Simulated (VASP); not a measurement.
H12C11S10O6: single point with PBE

H12C11S10O6:

```
S C O H
1.0
     8.84849    0.00000    0.00000
     0.00000    8.84849    0.00000
     0.00000    0.00000    8.84849
S C O H
10 11 6 12
Direct
  0.89387 0.49746 0.09384
  0.92468 0.42111 0.75434
  0.54339 0.68053 0.83779
  0.31053 0.47581 0.67523
  0.46544 0.35511 0.23641
  0.58187 0.18169 0.95452
  0.03953 0.75738 0.46036
  0.89118 0.96033 0.20281
  0.67197 0.98757 0.61546
  0.52281 0.92497 0.31213
  0.88324 0.45314 0.92001
  0.42113 0.58470 0.75451
  0.51351 0.25431 0.09793
  0.96654 0.86380 0.33069
  0.59245 0.95134 0.46584
  0.29028 0.64637 0.19333
  0.00605 0.78947 0.84173
  0.89700 0.25637 0.39562
  0.24062 0.04722 0.58011
  0.18349 0.20762 0.98396
  0.73488 0.58295 0.40443
  0.26688 0.71126 0.08139
  0.97522 0.91926 0.87288
  0.97778 0.25937 0.50366
  0.30728 0.93845 0.62745
  0.10612 0.20127 0.09546
  0.64507 0.55218 0.50467
  0.38366 0.67984 0.28096
  0.22955 0.54918 0.23993
  0.10937 0.73383 0.84883
  0.91795 0.71985 0.78602
  0.94379 0.30126 0.28818
  0.77896 0.20897 0.39552
  0.13849 0.09655 0.63549
  0.26601 0.10328 0.47609
  0.22874 0.31426 0.94199
  0.20913 0.09820 0.91590
  0.71045 0.66881 0.31634
  0.84694 0.52633 0.39871
```

* Program: VASP 6.6.1
* Task: single point
* Functional: PBE
* Potentials or basis: VASP PAW PBE potentials, release 64 (S, C_h, O_h, H_h)
* Cutoff: 910 eV
* k mesh: 1 × 1 × 1
* Occupations: fermi-dirac, width 0.02 eV
* Spin: no spin polarisation
* Dipole correction: no
* Further INCAR settings: LREAL = Auto; ALGO = Normal; EDIFF = 1e-06; NBANDS = 101

- Pressure: 2.1 GPa
- Largest force: 5.073 eV/Å
- Band gap on the k mesh: 2.44 eV

Forces in eV/Å, atoms in the order of the input:
```
S   -0.666 -0.226 -1.138
S   -0.551 -0.393 -0.702
S   -0.446 -0.187 -0.218
S   -0.697 -0.373 -0.492
S    0.060 -0.829 -0.329
S   -0.104 -0.493 -0.227
S   -0.733  1.330 -1.613
S    0.716 -0.637  0.814
S    0.643  0.110  1.020
S   -1.170 -0.426 -2.197
C    1.049  0.682  1.838
C    1.170  0.483  0.773
C    0.233  1.234  0.611
C    0.161 -0.798  0.699
C    0.624  0.445  1.172
C    1.887 -1.131  4.571
C   -2.793  0.640 -1.336
C   -0.678 -0.105 -1.609
C   -1.178 -0.108  0.946
C    0.125 -1.807 -0.956
C   -0.623 -0.328  0.927
O   -0.763  1.779 -3.281
O    0.504  0.466  0.461
O    0.853 -0.202  1.656
O    0.291 -0.234  0.301
O   -0.257  0.112  0.727
O    0.536  0.240 -0.749
H   -0.540 -0.038 -0.908
H   -0.839 -0.618 -0.298
H    2.463 -0.634  0.637
H   -0.245 -0.178  0.116
H   -0.390 -0.079 -0.368
H    0.286  0.218  0.126
H    0.125 -0.155  0.308
H    0.718  0.576 -1.356
H    0.345  0.566 -0.281
H   -0.141  1.087  0.508
H    0.005  0.000 -0.077
H    0.019  0.009 -0.078
```

Stress tensor (GPa, compression positive):
```
1.92 0.33 0.11
0.33 1.51 0.06
0.11 0.06 2.94
```

Levels at points of the mesh, in eV from the valence-band top:
| k point | band 73 | band 74 | band 75 | band 76 | band 77 | band 78 | band 79 | band 80 |
| --- | --- | --- | --- | --- | --- | --- | --- | --- |
| (0.00, 0.00, 0.00) | -0.30 | -0.21 | -0.16 | 0.00 | 2.44 | 2.54 | 2.57 | 2.66 |

Run time: 3.1 min on 1 thread of Intel(R) Xeon(R) 6975P-C (Granite Rapids), on a shared host, peak memory 1.3 GiB.

Caveat: the k points lie up to 0.71 Å⁻¹ apart; the cutoff is under 1.25 times the usual one of these potentials, so pressure, stress and relaxed cells hold a basis-set (Pulay) error.
